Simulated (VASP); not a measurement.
Input of a VASP 6.6.1 run:

The input INCAR:

```
SYSTEM = Nb3Sn
PREC     = Accurate       ! precision mode
ENCUT    = 600            ! plane-wave cutoff, eV
EDIFF    = 1E-6           ! SCF threshold, eV
ISMEAR   = 0              ! smearing method
SIGMA    = 0.1            ! smearing width, eV
LREAL    = .False.        ! projectors in reciprocal space
LASPH    = .True.         ! aspherical terms in the spheres
NELM     = 100            ! most SCF steps
ALGO     = Normal         ! electronic algorithm
ISIF     = 3              ! what is computed and relaxed
LWAVE    = .False.        ! write WAVECAR
LCHARG   = .False.        ! write CHGCAR
GGA      = PS             ! functional
IBRION   = 2              ! ionic algorithm
NSW      = 100            ! ionic steps
EDIFFG   = -0.005         ! ionic threshold
```

Contents of KPOINTS:

```
regular mesh
0
Gamma
  8 8 8
  0 0 0
```

File POSCAR:

```
Nb3Sn
1.0
    5.2821000000      0.0000000000      0.0000000000
    0.0000000000      5.2821000000      0.0000000000
    0.0000000000      0.0000000000      5.2821000000
Nb Sn
6 2
Direct
    0.2500000000      0.0000000000      0.5000000000
    0.5000000000      0.7500000000      0.0000000000
    0.7500000000      0.0000000000      0.5000000000
    0.5000000000      0.2500000000      0.0000000000
    0.0000000000      0.5000000000      0.7500000000
    0.0000000000      0.5000000000      0.2500000000
    0.0000000000      0.0000000000      0.0000000000
    0.5000000000      0.5000000000      0.5000000000
```

Potentials or basis: VASP PAW PBE potentials, release 64 (Nb_sv, Sn_d).

Launch:

```bash
$ cat potpaw_PBE.64/Nb_sv/POTCAR potpaw_PBE.64/Sn_d/POTCAR > POTCAR
$ mpirun -np 1 vasp_std > vasp.out
```

Question: Predict the space group after relaxing (to 0.05 Å).

Answer: Pm-3n (No. 223).

Question: Predict the relaxed volume.

Answer: 18.16 Å³/atom.

Question: Predict the relaxed cell.

Answer: a = 5.257 Å, b = 5.257 Å, c = 5.257 Å, α = 90.00°, β = 90.00°, γ = 90.00°.

Question: What does it give for the band gap on the k mesh?

Answer: Zero (band 53 reaches 11.72 eV, above the bottom of band 54 at 11.14 eV).

The path:
```csv
step,energy change (eV),largest force (eV/Å),pressure (GPa),volume (Å³)
1,0.0000,0.0000,-2.45,147.37
2,0.0424,0.0000,5.00,141.44
3,-0.0162,0.0000,-0.03,145.30
```

Caveat: the PAW data sets were made with another functional, which shifts forces and pressure a little; spin-orbit coupling is left out, which moves the levels of the heavy elements.
